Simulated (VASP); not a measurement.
# PbSe (Pm-3m) in VASP: notebook

Runs on PbSe. Level: PBEsol. Tasks: single point.

Program: VASP 6.6.1. These are calculated values, not measurements. Logs are shortened: lines on timing, memory, paths and dates and some standing lists are left out, and cuts for length are marked.

**1. The cell of the first run**

It takes space group Pm-3m (No. 221, cubic). The conventional cell has a = 3.707 Å, b = 3.707 Å, c = 3.707 Å, α = 90.00°, β = 90.00°, γ = 90.00°. Within 4.2 Å of Pb (site symmetry m-3m) lie 8 Se at 3.21 Å and 6 Pb at 3.71 Å. Se (site symmetry m-3m) has 8 Pb at 3.21 Å and 6 Se at 3.71 Å within 4.2 Å.

**2. Single point, PBEsol**

INCAR reads:

```
SYSTEM = PbSe
PREC = Accurate
ENCUT = 500
EDIFF = 1E-6
ISMEAR = -1
SIGMA = 0.05
LREAL = .FALSE.
LASPH = .TRUE.
NELM = 120
ALGO = Normal
ISIF = 2
LWAVE = .FALSE.
LCHARG = .FALSE.
GGA = PS
NBANDS = 17
GGA_COMPAT = .FALSE.
```

KPOINTS reads:

```
Automatic mesh
0
G
  6 6 6
  0 0 0
```

POSCAR reads:

```
PbSe
1.0
    3.7070673029      0.0000000000      0.0000000000
    0.0000000000      3.7070673029      0.0000000000
    0.0000000000      0.0000000000      3.7070673029
Pb Se
1 1
Direct
    0.0000000000      0.0000000000      0.0000000000
    0.5000000000      0.5000000000      0.5000000000
```

Potentials or basis: VASP PAW PBE potentials, release 64 (Pb_d, Se).

Run with:

```sh
cat potpaw_PBE.64/Pb_d/POTCAR potpaw_PBE.64/Se/POTCAR > POTCAR
mpirun -np 1 vasp_std > vasp.out
```

OUTCAR:

```text
SYSTEM = PbSe
   PREC = Accurate
   ENCUT = 500
   EDIFF = 1E-6
   ISMEAR = -1
   LREAL = .FALSE.
   LASPH = .TRUE.
   NELM = 120
   ISIF = 2
   GGA = PS

 ion  position               nearest neighbor table
   1  0.000  0.000  0.000-   2 3.21   2 3.21   2 3.21   2 3.21   2 3.21   2 3.21   2 3.21   2 3.21

   2  0.500  0.500  0.500-   1 3.21   1 3.21   1 3.21   1 3.21   1 3.21   1 3.21   1 3.21   1 3.21

  LATTYP: Found a simple cubic cell.
 ALAT       =     3.7070673029

  Lattice vectors:

 A1 = (   3.7070673029,   0.0000000000,   0.0000000000)
 A2 = (   0.0000000000,   3.7070673029,   0.0000000000)
 A3 = (   0.0000000000,   0.0000000000,   3.7070673029)

Analysis of symmetry for initial positions (statically):
=====================================================================
 Subroutine PRICEL returns:
 Original cell was already a primitive cell.

 Routine SETGRP: Setting up the symmetry group for a
 simple cubic supercell.

 Subroutine GETGRP returns: Found 48 space group operations
 (whereof 48 operations were pure point group operations)
 out of a pool of 48 trial point group operations.

The static configuration has the point symmetry O_h .

Analysis of symmetry for dynamics (positions and initial velocities):
=====================================================================
 Subroutine PRICEL returns:
 Original cell was already a primitive cell.

 Routine SETGRP: Setting up the symmetry group for a
 simple cubic supercell.

 Subroutine GETGRP returns: Found 48 space group operations
 (whereof 48 operations were pure point group operations)
 out of a pool of 48 trial point group operations.

The dynamic configuration has the point symmetry O_h .

 Subroutine INISYM returns: Found 48 space group operations
 (whereof 48 operations are pure point group operations),
 and found     1 'primitive' translations

----------------------------------------------------------------------------------------

                                     Primitive cell

  volume of cell :      50.9438

  direct lattice vectors                    reciprocal lattice vectors
     3.707067303  0.000000000  0.000000000     0.269755016  0.000000000  0.000000000
     0.000000000  3.707067303  0.000000000     0.000000000  0.269755016  0.000000000
     0.000000000  0.000000000  3.707067303     0.000000000  0.000000000  0.269755016

  length of vectors
     3.707067303  3.707067303  3.707067303     0.269755016  0.269755016  0.269755016

  position of ions in fractional coordinates (direct lattice)
     0.000000000  0.000000000  0.000000000
     0.500000000  0.500000000  0.500000000

  ion indices of the primitive-cell ions
   primitive index   ion index
                 1           1
                 2           2

----------------------------------------------------------------------------------------

 KPOINTS: Automatic mesh

Automatic generation of k-mesh.
 Grid dimensions read from file:
 generate k-points for:    6    6    6

 Generating k-lattice:

  Cartesian coordinates                     Fractional coordinates (reciprocal lattice)
     0.044959169  0.000000000  0.000000000     0.166666667  0.000000000  0.000000000
     0.000000000  0.044959169  0.000000000     0.000000000  0.166666667  0.000000000
     0.000000000  0.000000000  0.044959169     0.000000000  0.000000000  0.166666667

  Length of vectors
     0.044959169  0.044959169  0.044959169

  Shift w.r.t. Gamma in fractional coordinates (k-lattice)
     0.000000000  0.000000000  0.000000000

 Subroutine IBZKPT returns following result:
 ===========================================

 Found     20 irreducible k-points:

 Following reciprocal coordinates:
            Coordinates               Weight
  0.000000  0.000000  0.000000      1.000000
  0.166667  0.000000  0.000000      6.000000
  0.333333  0.000000  0.000000      6.000000
  0.500000  0.000000  0.000000      3.000000
  0.166667  0.166667  0.000000     12.000000
  0.333333  0.166667  0.000000     24.000000
[... 12 lines left out ...]
  0.500000  0.500000  0.333333      6.000000
  0.500000  0.500000  0.500000      1.000000
   k-points           NKPTS =     20   k-points in BZ     NKDIM =     20   number of bands    NBANDS=     17
   number of dos      NEDOS =    301   number of ions     NIONS =      2
   total plane-waves  NPLWV =  21952
   dimension x,y,z NGX =    28 NGY =   28 NGZ =   28
   dimension x,y,z NGXF=    56 NGYF=   56 NGZF=   56
   ions per type =               1   1
   NGX,Y,Z   is equivalent  to a cutoff of  12.56, 12.56, 12.56 a.u.
   NGXF,Y,Z  is equivalent  to a cutoff of  25.11, 25.11, 25.11 a.u.
 SYSTEM =  PbSe
   PREC   = accura    normal or accurate (medium, high low for compatibility)
   ISTART =      0    job   : 0-new  1-cont  2-samecut
   ICHARG =      2    charge: 1-file 2-atom 10-const
   ISPIN  =      1    spin polarized calculation?
   LNONCOLLINEAR =      F non collinear calculations
   LSORBIT =      F    spin-orbit coupling
   LASPH  =      T    aspherical Exc in radial PAW
   ENCUT  =  500.0 eV  36.75 Ry    6.06 a.u.   6.76  6.76  6.76*2*pi/ulx,y,z
   NELM   =    120;   NELMIN=  2; NELMDL= -5     # of ELM steps
   EDIFF  = 0.1E-05   stopping-criterion for ELM
   LREAL  =      F    real-space projection
   EDIFFG = 0.1E-04   stopping-criterion for IOM
   NSW    =      0    number of steps for IOM
   IBRION =     -1    ionic relax: 0-MD 1-quasi-New 2-CG
   NFREE  =      0    steps in history (QN), initial steepest desc. (CG)
   ISIF   =      2    stress and relaxation
   ISYM   =      2    0-nonsym 1-usesym 2-fastsym
   POTIM  = 0.5000    time-step for ionic-motion
   TEBEG  =    0.0;   TEEND  =   0.0 temperature during run
   PSTRESS=    0.0 pullay stress
   NELECT =      20.0000    total number of electrons
   NUPDOWN=      -1.0000    fix difference up-down
   EMIN   =  10.00;   EMAX   =-10.00  energy-range for DOS
   EFERMI =   0.00;   METHOD = LEGACY
   ISMEAR =    -1;   SIGMA  =   0.05  broadening in eV -4-tet -1-fermi 0-gaus
   EFERMI_NEDOS =   21; number of points for ismear=-14 and -15
   IALGO  =     38    algorithm
   IMIX   =      4    mixing-type and parameters
     AMIX     =   0.40;   BMIX     =  1.00
     AMIX_MAG =   1.60;   BMIX_MAG =  1.00
  volume/ion in A,a.u.               =      25.47       171.89
  Fermi-wavevector in a.u.,A,eV,Ry     =   1.198729  2.265269 19.550909  1.436951
  Thomas-Fermi vector in A             =   2.334610
   LORBIT       =      0    0 simple, 1 ext, 2 COOP (PROOUT), +10 PAW based schemes
   GGA     = PS    functional components
   LHFCALC =     F    Hartree Fock is set to
   AEXX    =    0.0000 exact exchange contribution
   IVDW    =     0    specifies the selected vdW correction
   LEPSILON=     F    determine dielectric tensor
   LRPA    =     F    only Hartree local field effects (RPA)
 non-spin polarized calculation
  energy-cutoff  :      500.00
  volume of cell :       50.94
 maximum number of plane-waves:      1328
 NGX is ok and might be reduce to    28
   NGX = 13   NGY = 13   NGZ = 13

 number of electron      19.9999999 magnetization

 Free energy of the ion-electron system (eV)
  ---------------------------------------------------
  ext. energy  EPLUGINS =         0.00000000
  ---------------------------------------------------
  free energy    TOTEN  =        -8.50396333 eV

  energy without entropy =       -8.49528868  energy(sigma->0) =       -8.49962601

 E-fermi :   5.8174     XC(G=0): -10.4151

 val. band max:        5.8160176259   @ k =   0.5000   0.5000   0.0000
 cond. band min:       5.9536971559   @ k =   0.5000   0.0000   0.0000
 fundamental gap:      0.1376795300
 Fermi energy:         5.8173579040

 k-point     1 :       0.0000    0.0000    0.0000
  band No.  band energies     occupation
      1     -10.9671      2.00000
      2     -10.9671      2.00000
      3     -10.7847      2.00000
      4     -10.7847      2.00000
      5     -10.7847      2.00000
      6      -7.7848      2.00000
[... 9 lines left out ...]
     16      17.8991      0.00000
     17      18.9308      0.00000

 k-point     2 :       0.1667    0.0000    0.0000
  band No.  band energies     occupation
      1     -10.9648      2.00000
      2     -10.9314      2.00000
      3     -10.7985      2.00000
      4     -10.7985      2.00000
      5     -10.7834      2.00000
      6      -7.5619      2.00000
[... 9 lines left out ...]
     16      17.5095      0.00000
     17      18.2234      0.00000

 k-point     3 :       0.3333    0.0000    0.0000
  band No.  band energies     occupation
      1     -10.9603      2.00000
      2     -10.8606      2.00000
      3     -10.8260      2.00000
      4     -10.8260      2.00000
      5     -10.7810      2.00000
      6      -6.9891      2.00000
[... 9 lines left out ...]
     16      15.9693      0.00000
     17      18.7984      0.00000

 k-point     4 :       0.5000    0.0000    0.0000
  band No.  band energies     occupation
      1     -10.9580      2.00000
      2     -10.8396      2.00000
      3     -10.8396      2.00000
      4     -10.8255      2.00000
      5     -10.7797      2.00000
      6      -6.5774      2.00000
[... 9 lines left out ...]
     16      19.0130      0.00000
     17      19.6235      0.00000

 k-point     5 :       0.1667    0.1667    0.0000
  band No.  band energies     occupation
      1     -10.9463      2.00000
      2     -10.9112      2.00000
      3     -10.8175      2.00000
      4     -10.7981      2.00000
      5     -10.7955      2.00000
      6      -7.3418      2.00000
[... 9 lines left out ...]
     16      16.3059      0.00000
     17      16.8976      0.00000

 k-point     6 :       0.3333    0.1667    0.0000
  band No.  band energies     occupation
      1     -10.9362      2.00000
      2     -10.8543      2.00000
      3     -10.8444      2.00000
      4     -10.8236      2.00000
      5     -10.7935      2.00000
      6      -6.7875      2.00000
[... 9 lines left out ...]
     16      16.4696      0.00000
     17      16.7062      0.00000

 k-point     7 :       0.5000    0.1667    0.0000
  band No.  band energies     occupation
      1     -10.9332      2.00000
      2     -10.8723      2.00000
      3     -10.8367      2.00000
      4     -10.8090      2.00000
      5     -10.7919      2.00000
      6      -6.4029      2.00000
[... 9 lines left out ...]
     16      17.2223      0.00000
     17      17.8196      0.00000

 k-point     8 :       0.3333    0.3333    0.0000
  band No.  band energies     occupation
      1     -10.9099      2.00000
      2     -10.9060      2.00000
      3     -10.8199      2.00000
      4     -10.8173      2.00000
      5     -10.7928      2.00000
      6      -6.3114      2.00000
[... 9 lines left out ...]
     16      15.6495      0.00000
     17      17.5588      0.00000
[... 123 lines left out ...]
      1     -10.9235      2.00000
      2     -10.8603      2.00000
      3     -10.8521      2.00000
      4     -10.8337      2.00000
      5     -10.7585      2.00000
      6      -5.9227      2.00000
[... 9 lines left out ...]
     16      16.3536      0.00000
     17      19.0631      0.00000

 k-point    16 :       0.5000    0.5000    0.1667
  band No.  band energies     occupation
      1     -10.9491      2.00000
      2     -10.8486      2.00000
      3     -10.8474      2.00000
      4     -10.8474      2.00000
      5     -10.7292      2.00000
      6      -5.7373      2.00000
[... 9 lines left out ...]
     16      16.7487      0.00000
     17      17.7837      0.00000

 k-point    17 :       0.3333    0.3333    0.3333
  band No.  band energies     occupation
      1     -10.8940      2.00000
      2     -10.8704      2.00000
      3     -10.8704      2.00000
      4     -10.7886      2.00000
      5     -10.7886      2.00000
      6      -5.8868      2.00000
[... 9 lines left out ...]
     16      17.0850      0.00000
     17      20.9626      0.00000

 k-point    18 :       0.5000    0.3333    0.3333
  band No.  band energies     occupation
      1     -10.9074      2.00000
      2     -10.8877      2.00000
      3     -10.8683      2.00000
      4     -10.7874      2.00000
      5     -10.7491      2.00000
      6      -5.7227      2.00000
[... 9 lines left out ...]
     16      18.0758      0.00000
     17      21.2569      0.00000

 k-point    19 :       0.5000    0.5000    0.3333
  band No.  band energies     occupation
      1     -10.9190      2.00000
      2     -10.8853      2.00000
      3     -10.8853      2.00000
      4     -10.7676      2.00000
      5     -10.7277      2.00000
      6      -5.6139      2.00000
[... 9 lines left out ...]
     16      19.1299      0.00000
     17      22.1607      0.00000

 k-point    20 :       0.5000    0.5000    0.5000
  band No.  band energies     occupation
      1     -10.9040      2.00000
      2     -10.9040      2.00000
      3     -10.9040      2.00000
      4     -10.7270      2.00000
      5     -10.7270      2.00000
      6      -5.5472      2.00000
[... 9 lines left out ...]
     16      20.2038      0.00000
     17      23.6429      0.00000

------------------------ aborting loop because EDIFF is reached ----------------------------------------

  FORCE on cell =-STRESS in cart. coord.  units (eV):
  Direction    XX          YY          ZZ          XY          YZ          ZX
  --------------------------------------------------------------------------------------
  -------------------------------------------------------------------------------------
  Total       -0.0679103     -0.0679103     -0.0679103     -0.0000000      0.0000000      0.0000000
  in kB       -2.1357713     -2.1357713     -2.1357713     -0.0000000      0.0000000      0.0000000
  external PRESSURE =      -2.1357713 kB  Pullay stress =       0.0000000 kB

 VOLUME and BASIS-vectors are now :
 -----------------------------------------------------------------------------
  energy-cutoff  :      500.00
  volume of cell :       50.94
      direct lattice vectors                 reciprocal lattice vectors
     3.707067303  0.000000000  0.000000000     0.269755016  0.000000000  0.000000000
     0.000000000  3.707067303  0.000000000     0.000000000  0.269755016  0.000000000
     0.000000000  0.000000000  3.707067303     0.000000000  0.000000000  0.269755016

 POSITION                                       TOTAL-FORCE (eV/Angst)
 -----------------------------------------------------------------------------------
      0.00000      0.00000      0.00000         0.000000      0.000000      0.000000
      1.85353      1.85353      1.85353         0.000000      0.000000      0.000000
 -----------------------------------------------------------------------------------
    total drift:                               -0.000000      0.000000     -0.000000

  FREE ENERGIE OF THE ION-ELECTRON SYSTEM (eV)
  ---------------------------------------------------
  free  energy   TOTEN  =        -8.5039633332 eV

  energy  without entropy=       -8.4952886845  energy(sigma->0) =       -8.49962601
```

Wall time 6.9 s (1 thread of Intel Xeon 6975P-C (Granite Rapids), shared host); peak memory 0.16 GiB.

What came out:

- Free energy: -8.5040 eV
- Pressure: -0.2 GPa
- Band gap on the k mesh: zero (band 10 reaches 6.05 eV, above the bottom of band 11 at 5.04 eV)

Caveat: the PAW data sets were made with another functional, which shifts forces and pressure a little; spin-orbit coupling is left out, which moves the levels of the heavy elements.

**3. Single point, PBEsol**

This run uses another cell than the first one, of 26.01 Å³/atom, 1.021 times its volume.

INCAR reads:

```
ALGO = Normal
EDIFF = 1E-6
ENCUT = 500
GGA = PS
GGA_COMPAT = F
ISIF = 2
ISMEAR = -1
LASPH = T
LCHARG = F
LREAL = F
LWAVE = F
NBANDS = 17
NELM = 120
PREC = Accurate
SIGMA = 0.05
```

KPOINTS reads:

```
k-points
0
Gamma
  6 6 6
```

POSCAR reads:

```
PbSe
1.0
    3.7331742709      0.0000000000      0.0000000000
    0.0000000000      3.7331742709      0.0000000000
    0.0000000000      0.0000000000      3.7331742709
Pb Se
1 1
Direct
    0.0000000000      0.0000000000      0.0000000000
    0.5000000000      0.5000000000      0.5000000000
```

Potentials or basis: VASP PAW PBE potentials, release 64 (Pb_d, Se).

Run with:

```sh
cat potpaw_PBE.64/Pb_d/POTCAR potpaw_PBE.64/Se/POTCAR > POTCAR
mpirun -np 1 vasp_std > vasp.out
```

Wall time 7.3 s (1 thread of Intel Xeon 6975P-C (Granite Rapids), shared host); peak memory 0.16 GiB.

Results (log left out):

```
Free energy            : -8.4990 eV
Pressure               : -1.3 GPa
Band gap on the k mesh : zero (band 10 reaches 5.79 eV, above the bottom of band 11 at 4.87 eV)
```

Levels at points of the mesh, in eV from the Fermi level:
```csv
k point,band 8,band 9,band 10,band 11,band 12,band 13
"(0.00, 0.00, 0.00)",-1.58,-1.58,-1.58,5.02,5.02,6.35
"(0.50, 0.00, 0.00)",-0.28,-0.28,-0.17,0.09,3.47,3.47
"(0.50, 0.50, 0.00)",-4.60,-4.60,-0.01,4.26,4.26,5.20
"(0.50, 0.50, 0.50)",-2.47,-2.47,-2.47,-0.74,-0.74,-0.74
```

Caveat: the PAW data sets were made with another functional, which shifts forces and pressure a little; spin-orbit coupling is left out, which moves the levels of the heavy elements.

**4. Single point, PBEsol**

This run uses another cell than the first one, of 26.56 Å³/atom, 1.043 times its volume.

INCAR reads:

```
SYSTEM = PbSe
PREC = Accurate
ENCUT = 500
EDIFF = 1E-6
ISMEAR = -1
SIGMA = 0.05
LREAL = .FALSE.
LASPH = .TRUE.
NELM = 120
ALGO = Normal
ISIF = 2
LWAVE = .FALSE.
LCHARG = .FALSE.
GGA = PS
NBANDS = 17
GGA_COMPAT = .FALSE.
```

KPOINTS reads:

```
Automatic mesh
0
G
  6 6 6
  0 0 0
```

POSCAR reads:

```
PbSe
1.0
    3.7589211139      0.0000000000      0.0000000000
    0.0000000000      3.7589211139      0.0000000000
    0.0000000000      0.0000000000      3.7589211139
Pb Se
1 1
Direct
    0.0000000000      0.0000000000      0.0000000000
    0.5000000000      0.5000000000      0.5000000000
```

Run with:

```sh
cat potpaw_PBE.64/Pb_d/POTCAR potpaw_PBE.64/Se/POTCAR > POTCAR
mpirun -np 1 vasp_std > vasp.out
```

It took 7.5 s on 1 thread of Intel Xeon 6975P-C (Granite Rapids), shared host; peak memory 0.16 GiB.

The run converged. Its results:

```
Free energy            : -8.4870 eV
Pressure               : -2.3 GPa
Band gap on the k mesh : zero (band 10 reaches 5.54 eV, above the bottom of band 11 at 4.70 eV)
```

Levels at points of the mesh, in eV from the Fermi level:
| k point | band 6 | band 7 | band 8 | band 9 | band 10 | band 11 | band 12 | band 13 | band 14 | band 15 |
| --- | --- | --- | --- | --- | --- | --- | --- | --- | --- | --- |
| (0.00, 0.00, 0.00) | -13.36 | -7.04 | -1.55 | -1.55 | -1.55 | 5.03 | 5.03 | 6.18 | 6.18 | 6.18 |
| (0.50, 0.00, 0.00) | -12.25 | -9.06 | -0.28 | -0.28 | -0.24 | 0.05 | 3.41 | 3.41 | 6.39 | 8.34 |
| (0.50, 0.50, 0.00) | -11.57 | -7.48 | -4.49 | -4.49 | -0.02 | 4.16 | 4.16 | 5.07 | 6.74 | 8.75 |
| (0.50, 0.50, 0.50) | -11.33 | -6.38 | -2.42 | -2.42 | -2.42 | -0.70 | -0.70 | -0.70 | 13.90 | 13.90 |

Caveat: the PAW data sets were made with another functional, which shifts forces and pressure a little; spin-orbit coupling is left out, which moves the levels of the heavy elements.

**5. The runs side by side**

| cell | gap on the mesh (eV) | pressure (GPa) |
| --- | --- | --- |
| a = 3.707 Å, 2 atoms | none | -0.2 |
| a = 3.733 Å, 2 atoms | none | -1.3 |
| a = 3.759 Å, 2 atoms | none | -2.3 |

Alike in all rows: task single point; level PBEsol; potentials or basis VASP PAW PBE potentials, release 64 (Pb_d, Se); no spin polarisation; k mesh 6 × 6 × 6; cutoff (eV) 500; smearing fermi-dirac 0.05 eV.

Caveats: the PAW data sets were made with another functional, which shifts forces and pressure a little; spin-orbit coupling is left out, which moves the levels of the heavy elements.

Absolute energies hang on the potentials; compare differences alone.
